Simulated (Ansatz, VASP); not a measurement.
## Two plane-wave programs on SnSe

```xyz
2
Lattice="0.0000 3.0100 3.0100 3.0100 0.0000 3.0100 3.0100 3.0100 0.0000" Properties=species:S:1:pos:R:3 pbc="T T T"
Sn    0.0000    0.0000    0.0000
Se    3.0100    3.0100    3.0100
```

Alike in both runs: task single point; functional PBE; k mesh 6 × 6 × 6; occupations gaussian, width 0.05 eV; non-collinear spin, spin-orbit coupling.

|  | VASP | Ansatz |
| --- | --- | --- |
| version | VASP 6.6.1 | Ansatz 0.2.0 |
| potentials or method | VASP PAW PBE potentials, release 64 (Sn_d, Se), cutoff 520 eV | plane waves, PAW |
| valence electrons in the cell | 20 | 30 |

```csv
,VASP,Ansatz,Ansatz less VASP
pressure (GPa),0.6,0.6,-0.01
net moment per atom (μB),0.00,0.00,0.000
```

VASP's potentials hold 20 valence electrons a cell and Ansatz's 30, so a difference there can come from the potentials and not from the codes.
